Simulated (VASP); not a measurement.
# TiB: single point with LDA

Crystal: TiB.

```
CELL_PARAMETERS angstrom
0.00000 2.08690 2.08690
2.08690 0.00000 2.08690
2.08690 2.08690 0.00000
ATOMIC_POSITIONS crystal
Ti 0.25000 0.25000 0.25000
B 0.00000 0.00000 0.00000
```

```yaml
Program: VASP 6.6.1
Task: single point
Functional: LDA
Potentials_or_basis: VASP PAW LDA potentials, release 64 (Ti_sv, B)
Cutoff: 500 eV
k_mesh: 9 × 9 × 9
Occupations: methfessel-paxton, width 0.1 eV
Spin: no spin polarisation
Dipole_correction: no
Further_INCAR_settings: ALGO = Normal; EDIFF = 1e-06; NBANDS = 14
```

- Pressure: 114.1 GPa

Levels at points of the mesh, in eV from the Fermi level:
| k point | band 6 | band 7 | band 8 | band 9 | band 10 | band 11 |
| --- | --- | --- | --- | --- | --- | --- |
| (0.00, 0.00, 0.00) | -2.06 | -2.06 | -2.06 | 3.20 | 3.20 | 12.52 |

Wall time 11 s on 1 thread of Intel Xeon 8259CL, on a shared host, peak memory 0.13 GiB.
